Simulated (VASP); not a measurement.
# Cu12HO12 in VASP: single point with PBE+D3(BJ)

Aim: the single point of Cu12HO12 with PBE+D3(BJ).

Program: VASP 6.6.1. These are calculated values, not measurements. Logs are shortened: lines on timing, memory, paths and dates and some standing lists are left out, and cuts for length are marked.

**1. The cell of the first run**

The cell holds a slab with vacuum, 25 atoms: a = 5.801 Å, b = 6.166 Å, c = 16.425 Å, α = 90.00°, β = 90.00°, γ = 102.49°.

**2. Single point, PBE+D3(BJ), collinear spin**

Contents of INCAR:

```
SYSTEM = Cu12HO12
PREC = Accurate
ENCUT = 520
EDIFF = 1E-6
ISMEAR = -1
SIGMA = 0.02
LREAL = Auto
LASPH = .True.
NELM = 150
ALGO = Normal
ISIF = 2
LWAVE = .False.
LCHARG = .True.
ISPIN = 2
MAGMOM = 0 0 0 0 0 0 0 0 0 0 0 0 0 0 0 0 0 0 0 0 0 0 0 0 1
LORBIT = 11
LMAXMIX = 4
GGA = PE
IVDW = 12
LELF = .True.
LVHAR = .True.
NBANDS = 124
NCORE = 4
```

Contents of KPOINTS:

```
regular mesh
0
Gamma
  2 2 1
  0 0 0
```

Contents of POSCAR:

```
Cu12HO12
1.0
    5.8009690000      0.0000000000      0.0000000000
   -1.3330390000      6.0201150000      0.0000000000
    0.0000000000      0.0000000000     16.4253660000
Cu O H
12 12 1
Direct
    0.1045546207      0.1244660609      0.0846860886
    0.1045423660      0.6244731205      0.0846860886
    0.6045572926      0.1244660609      0.0846860886
    0.6045450379      0.6244731205      0.0846860886
    0.8410150800      0.3889626693      0.2358547140
    0.8049453721      0.8659635240      0.2342717964
    0.3306298496      0.3647106409      0.2125553854
    0.3178799258      0.9094344543      0.2453704837
    0.4705190699      0.6413664855      0.3905301106
    0.4947316189      0.1001641995      0.3690085201
    0.0061519347      0.5833941710      0.4018662354
    0.0338571534      0.1063767054      0.3793218367
    0.3055678365      0.9163944543      0.1084907332
    0.4035368059      0.3325517868      0.0608814440
    0.8055705085      0.9163944543      0.1084907332
    0.9035394779      0.3325517868      0.0608814440
    0.0118641997      0.1792324565      0.2520857069
    0.0969708476      0.6244565096      0.2179373050
    0.5311717014      0.2006772296      0.2522866157
    0.6364328054      0.5680456270      0.1987779146
    0.7091481296      0.3610894476      0.4287636574
    0.7495269066      0.8596015192      0.3644180592
    0.2629249531      0.3853746980      0.3929471039
    0.2119005356      0.8872421872      0.3792548671
    0.6852575070      0.3470697819      0.4849146132
```

Potentials or basis: VASP PAW PBE potentials, release 64 (Cu, O, H).

Launch:

```bash
cat potpaw_PBE.64/Cu/POTCAR potpaw_PBE.64/O/POTCAR potpaw_PBE.64/H/POTCAR > POTCAR
mpirun -np 4 vasp_std > vasp.out
```

OUTCAR:

```text
SYSTEM = Cu12HO12
   PREC = Accurate
   ENCUT = 520
   EDIFF = 1E-6
   ISMEAR = -1
   LREAL = Auto
   LASPH = .True.
   NELM = 150
   ISIF = 2
   ISPIN = 2
   LORBIT = 11
   GGA = PE
   IVDW = 12
 IVDW          = 12

 ion  position               nearest neighbor table
   1  0.105  0.124  0.085-  13 1.95  16 1.95  15 1.96  14 1.96   7 2.74
   2  0.105  0.624  0.085-  16 1.96  13 1.96  18 2.19
   3  0.605  0.124  0.085-  15 1.95  14 1.95  13 1.96  16 1.96
   4  0.605  0.624  0.085-  20 1.92  14 1.96  15 1.96
   5  0.841  0.389  0.236-  17 1.81  18 1.86  20 1.89  19 1.94
   6  0.805  0.866  0.234-  20 1.97  17 2.06  15 2.09  22 2.16
   7  0.331  0.365  0.213-  19 1.82  20 1.95  17 2.06  18 2.31   1 2.74
   8  0.318  0.909  0.245-  19 1.95  18 1.99  13 2.25  24 2.28  10 2.46
   9  0.471  0.641  0.391-  23 1.77  22 1.92  24 2.36  11 2.65
  10  0.495  0.100  0.369-  24 1.87  19 2.01  21 2.06  22 2.31   8 2.46  12 2.69
  11  0.006  0.583  0.402-  21 2.01  24 2.03  23 2.13   9 2.65
  12  0.034  0.106  0.379-  24 1.87  23 1.95  22 2.00  17 2.15  10 2.69
  13  0.306  0.916  0.108-   1 1.95   3 1.96   2 1.96   8 2.25
  14  0.404  0.333  0.061-   3 1.95   4 1.96   1 1.96
  15  0.806  0.916  0.108-   3 1.95   1 1.96   4 1.96   6 2.09
  16  0.904  0.333  0.061-   1 1.95   2 1.96   3 1.96
  17  0.012  0.179  0.252-   5 1.81   7 2.06   6 2.06  12 2.15
  18  0.097  0.624  0.218-   5 1.86   8 1.99   2 2.19   7 2.31
  19  0.531  0.201  0.252-   7 1.82   5 1.94   8 1.95  10 2.01
  20  0.636  0.568  0.199-   5 1.89   4 1.92   7 1.95   6 1.97
  21  0.709  0.361  0.429-  25 0.93  11 2.01  10 2.06
  22  0.750  0.860  0.364-   9 1.92  12 2.00   6 2.16  10 2.31
  23  0.263  0.385  0.393-   9 1.77  12 1.95  11 2.13
  24  0.212  0.887  0.379-  12 1.87  10 1.87  11 2.03   8 2.28   9 2.36
  25  0.685  0.347  0.485-  21 0.93

  LATTYP: Found a simple monoclinic cell.
 ALAT       =     5.8009690000
 B/A-ratio  =     2.8314866016
 C/A-ratio  =     1.0629149851
 COS(beta)  =    -0.2161940718

  Lattice vectors:

 A1 = (   5.8009690000,   0.0000000000,   0.0000000000)
 A2 = (   0.0000000000,   0.0000000000, -16.4253660000)
 A3 = (  -1.3330390000,   6.0201150000,   0.0000000000)

Analysis of symmetry for initial positions (statically):
=====================================================================
 Subroutine PRICEL returns:
 Original cell was already a primitive cell.

 Routine SETGRP: Setting up the symmetry group for a
 simple monoclinic supercell.

 Subroutine GETGRP returns: Found  1 space group operations
 (whereof  1 operations were pure point group operations)
 out of a pool of  4 trial point group operations.

The static configuration has the point symmetry C_1 .

Analysis of symmetry for dynamics (positions and initial velocities):
=====================================================================
 Subroutine PRICEL returns:
 Original cell was already a primitive cell.

 Routine SETGRP: Setting up the symmetry group for a
 simple monoclinic supercell.

 Subroutine GETGRP returns: Found  1 space group operations
 (whereof  1 operations were pure point group operations)
 out of a pool of  4 trial point group operations.

The dynamic configuration has the point symmetry C_1 .

Analysis of structural, dynamic, and magnetic symmetry:
=====================================================================
 Subroutine PRICEL returns:
 Original cell was already a primitive cell.

 Routine SETGRP: Setting up the symmetry group for a
 simple monoclinic supercell.

 Subroutine GETGRP returns: Found  1 space group operations
 (whereof  1 operations were pure point group operations)
 out of a pool of  4 trial point group operations.

The overall configuration has the point symmetry C_1 .

 Subroutine INISYM returns: Found  1 space group operations
 (whereof  1 operations are pure point group operations),
 and found     1 'primitive' translations

----------------------------------------------------------------------------------------

                                     Primitive cell

  volume of cell :     573.6149

  direct lattice vectors                    reciprocal lattice vectors
     5.800969000  0.000000000  0.000000000     0.172384993  0.038171350  0.000000000
    -1.333039000  6.020115000  0.000000000     0.000000000  0.166109784  0.000000000
     0.000000000  0.000000000 16.425366000     0.000000000  0.000000000  0.060881444

  length of vectors
     5.800969000  6.165936878 16.425366000     0.176560578  0.166109784  0.060881444

  position of ions in fractional coordinates (direct lattice)
     0.104554621  0.124466061  0.084686089
     0.104542366  0.624473120  0.084686089
     0.604557293  0.124466061  0.084686089
     0.604545038  0.624473120  0.084686089
     0.841015080  0.388962669  0.235854714
     0.804945372  0.865963524  0.234271796
[... 17 lines left out ...]
     0.211900536  0.887242187  0.379254867
[... 53 lines left out ...]

 Found      4 irreducible k-points:

 Following reciprocal coordinates:
            Coordinates               Weight
  0.000000  0.000000  0.000000      1.000000
  0.500000  0.000000  0.000000      1.000000
  0.000000  0.500000  0.000000      1.000000
  0.500000  0.500000  0.000000      1.000000
   k-points           NKPTS =      4   k-points in BZ     NKDIM =      4   number of bands    NBANDS=    124
   number of dos      NEDOS =    301   number of ions     NIONS =     25
   total plane-waves  NPLWV = 290304
   dimension x,y,z NGX =    48 NGY =   48 NGZ =  126
   dimension x,y,z NGXF=    96 NGYF=   96 NGZF=  252
   ions per type =              12  12   1
   NGX,Y,Z   is equivalent  to a cutoff of  13.76, 12.94, 12.75 a.u.
   NGXF,Y,Z  is equivalent  to a cutoff of  27.51, 25.88, 25.51 a.u.
 SYSTEM =  Cu12HO12
   PREC   = accura    normal or accurate (medium, high low for compatibility)
   ISTART =      0    job   : 0-new  1-cont  2-samecut
   ICHARG =      2    charge: 1-file 2-atom 10-const
   ISPIN  =      2    spin polarized calculation?
   LNONCOLLINEAR =      F non collinear calculations
   LSORBIT =      F    spin-orbit coupling
   LASPH  =      T    aspherical Exc in radial PAW
   ENCUT  =  520.0 eV  38.22 Ry    6.18 a.u.  10.79 11.46 30.54*2*pi/ulx,y,z
   NELM   =    150;   NELMIN=  2; NELMDL= -5     # of ELM steps
   EDIFF  = 0.1E-05   stopping-criterion for ELM
   LREAL  =      T    real-space projection
   EDIFFG = 0.1E-04   stopping-criterion for IOM
   NSW    =      0    number of steps for IOM
   IBRION =     -1    ionic relax: 0-MD 1-quasi-New 2-CG
   NFREE  =      0    steps in history (QN), initial steepest desc. (CG)
   ISIF   =      2    stress and relaxation
   ISYM   =      2    0-nonsym 1-usesym 2-fastsym
   POTIM  = 0.5000    time-step for ionic-motion
   TEBEG  =    0.0;   TEEND  =   0.0 temperature during run
   PSTRESS=    0.0 pullay stress
   NELECT =     205.0000    total number of electrons
   NUPDOWN=      -1.0000    fix difference up-down
   EMIN   =  10.00;   EMAX   =-10.00  energy-range for DOS
   EFERMI =   0.00;   METHOD = LEGACY
   ISMEAR =    -1;   SIGMA  =   0.02  broadening in eV -4-tet -1-fermi 0-gaus
   EFERMI_NEDOS =   21; number of points for ismear=-14 and -15
   IALGO  =     38    algorithm
   IMIX   =      4    mixing-type and parameters
     AMIX     =   0.40;   BMIX     =  1.00
     AMIX_MAG =   1.60;   BMIX_MAG =  1.00
  volume/ion in A,a.u.               =      22.94       154.84
  Fermi-wavevector in a.u.,A,eV,Ry     =   1.161768  2.195423 18.363842  1.349704
  Thomas-Fermi vector in A             =   2.298336
   LORBIT       =     11    0 simple, 1 ext, 2 COOP (PROOUT), +10 PAW based schemes
   GGA     = PE    functional components
   LHFCALC =     F    Hartree Fock is set to
   AEXX    =    0.0000 exact exchange contribution
   IVDW    =    12    specifies the selected vdW correction
   LEPSILON=     F    determine dielectric tensor
   LRPA    =     F    only Hartree local field effects (RPA)
 spin polarized calculation
  energy-cutoff  :      520.00
  volume of cell :      573.61
 maximum number of plane-waves:     15494
 NGX is ok and might be reduce to    48
   NGX = 21   NGY = 23   NGZ = 61

 number of electron     205.0000022 magnetization       0.2241072

 Free energy of the ion-electron system (eV)
  ---------------------------------------------------
  ext. energy  EPLUGINS =         0.00000000
  ---------------------------------------------------
  free energy    TOTEN  =      -116.05470720 eV

  energy without entropy =     -116.02291188  energy(sigma->0) =     -116.03880954

 E-fermi :  -0.4920     XC(G=0):  -6.0918

 val. band max:       -0.5010458826   @ k =   0.5000   0.0000   0.0000
 cond. band min:      -0.4766088755   @ k =   0.5000   0.5000   0.0000
 fundamental gap:      0.0244370071
 Fermi energy:        -0.4919816679

 spin component 1

 k-point     1 :       0.0000    0.0000    0.0000
  band No.  band energies     occupation
      1     -20.3516      1.00000
      2     -19.7584      1.00000
      3     -19.1952      1.00000
      4     -19.0536      1.00000
      5     -18.8140      1.00000
      6     -18.5683      1.00000
[... 457 lines left out ...]
    113       3.9963      0.00000
    114       4.3572      0.00000
 Fermi energy:        -0.4919816679

 spin component 2

 k-point     1 :       0.0000    0.0000    0.0000
  band No.  band energies     occupation
      1     -20.3088      1.00000
      2     -19.7678      1.00000
      3     -19.1493      1.00000
      4     -19.0469      1.00000
      5     -18.8232      1.00000
      6     -18.5684      1.00000
[... 457 lines left out ...]
    113       4.0031      0.00000
    114       4.3661      0.00000
 [bands above 114 left out]

------------------------ aborting loop because EDIFF is reached ----------------------------------------

 Edisp (eV)   -4.67444

 E8    (eV) :    -1.8536

  FORCE on cell =-STRESS in cart. coord.  units (eV):
  Direction    XX          YY          ZZ          XY          YZ          ZX
  --------------------------------------------------------------------------------------
  -------------------------------------------------------------------------------------
  Total      -8.05370   -15.74596    -1.19444    -4.91269    -1.53589     1.93913
  in kB     -22.49498   -43.98041    -3.33622   -13.72176    -4.28992     5.41624
  external pressure =      -23.27 kB  Pullay stress =        0.00 kB

 VOLUME and BASIS-vectors are now :
 -----------------------------------------------------------------------------
  energy-cutoff  :      520.00
  volume of cell :      573.61
      direct lattice vectors                 reciprocal lattice vectors
     5.800969000  0.000000000  0.000000000     0.172384993  0.038171350  0.000000000
    -1.333039000  6.020115000  0.000000000     0.000000000  0.166109784  0.000000000
     0.000000000  0.000000000 16.425366000     0.000000000  0.000000000  0.060881444

 POSITION                                       TOTAL-FORCE (eV/Angst)
 -----------------------------------------------------------------------------------
      0.44060      0.74930      1.39100        -0.278053      0.411760     -0.470688
     -0.22600      3.75940      1.39100        -0.075303     -0.350955      0.691099
      3.34110      0.74930      1.39100         0.016893      0.472481     -0.419740
      2.67450      3.75940      1.39100        -0.175433     -0.420994     -0.495563
      4.36020      2.34160      3.87400        -0.999847      0.177913     -0.248438
      3.51510      5.21320      3.84800        -0.031830      0.382859      0.106409
[... 17 lines left out ...]
      0.04650      5.34130      6.22940         0.726866     -1.670198     -0.151239
      3.51250      2.08940      7.96490        -0.256077     -0.231240      2.244950
 -----------------------------------------------------------------------------------
    total drift:                                0.002258     -0.004567      0.022352

  FREE ENERGIE OF THE ION-ELECTRON SYSTEM (eV)
  ---------------------------------------------------
  free  energy   TOTEN  =      -120.7291481083 eV

  energy  without entropy=     -120.6973527884  energy(sigma->0) =     -120.71325045

 total charge

# of ion       s       p       d       tot
------------------------------------------
    1        0.385   0.392   9.079   9.856
    2        0.332   0.257   9.186   9.775
    3        0.382   0.385   9.079   9.845
    4        0.348   0.306   9.179   9.833
    5        0.434   0.495   9.087  10.015
    6        0.321   0.294   9.136   9.751
[... 17 lines left out ...]
   24        1.575   3.349   0.000   4.924
   25        0.669   0.155   0.000   0.824
--------------------------------------------------
tot         23.797  44.591 109.804 178.191

 magnetization (x)

# of ion       s       p       d       tot
------------------------------------------
    1        0.000  -0.000  -0.007  -0.007
    2       -0.001  -0.001  -0.018  -0.019
    3        0.000   0.000  -0.011  -0.011
    4        0.000  -0.001  -0.023  -0.024
    5        0.000   0.001  -0.008  -0.007
    6       -0.000  -0.001   0.021   0.020
[... 17 lines left out ...]
   24        0.001   0.033   0.000   0.034
   25       -0.000   0.001   0.000   0.000
--------------------------------------------------
tot          0.001   0.096   0.125   0.221
```

Wall time 18 min (4 MPI ranks of Oxide Virtual Turin-like, shared host); peak memory 0.35 GiB.

What came out:

```yaml
Free_energy: -120.7291 eV
Largest_force: 2.791 eV/Å
Net_moment: 0.22 μB per cell
Site_moments: Cu -0.01, -0.02, +0.02, -0.07, +0.05, +0.04, +0.12 (each value once); O +0.01, -0.01, +0.00, -0.00, +0.03, +0.02, +0.05 (each value once); H +0.00 μB
Valence_electrons_inside_the_program's_atomic_spheres: Cu 9.86, 9.78, 9.85, 9.83, 10.02, 9.75, 9.87, 9.80, 9.90 (each value once); O 4.92, 4.90, 4.93, 4.94, 4.91, 4.97, 4.96, 5.09, 4.89 (each value once); H 0.82
Dispersion_energy_per_atom: -0.187 eV
```

Forces in eV/Å, atoms in the order of the input:
```
Cu  -0.278  0.412 -0.471
Cu  -0.075 -0.351  0.691
Cu   0.017  0.472 -0.420
Cu  -0.175 -0.421 -0.496
Cu  -1.000  0.178 -0.248
Cu  -0.032  0.383  0.106
Cu  -1.977  1.379  0.408
Cu  -0.447 -1.087 -0.744
Cu   1.153  0.949 -0.452
Cu   0.911  0.763  0.948
Cu   0.089  0.072 -0.412
Cu  -0.990  0.746 -0.157
O   -0.044  0.010 -0.056
O    0.422  0.026  0.467
O   -0.279  0.087  0.237
O    0.564 -0.031  0.257
O    0.714 -0.790  0.172
O    1.303  0.091 -0.455
O    0.824 -1.318  0.358
O   -0.278  0.637  0.692
O    1.052  0.451 -2.546
O   -0.237  0.031 -0.392
O   -1.709 -0.789  0.420
O    0.727 -1.670 -0.151
H   -0.256 -0.231  2.245
```

Caveat: the k points lie up to 0.55 Å⁻¹ apart; the atoms stand as in a frame of molecular dynamics; there is no dipole correction, which matters where the two faces differ; semilocal functionals often make such compounds metallic where correlation or magnetic order opens a gap, which also shifts bond lengths. With open d or f shells a metallic result of PBE can be an artefact of self-interaction; +U or a hybrid may open a gap.
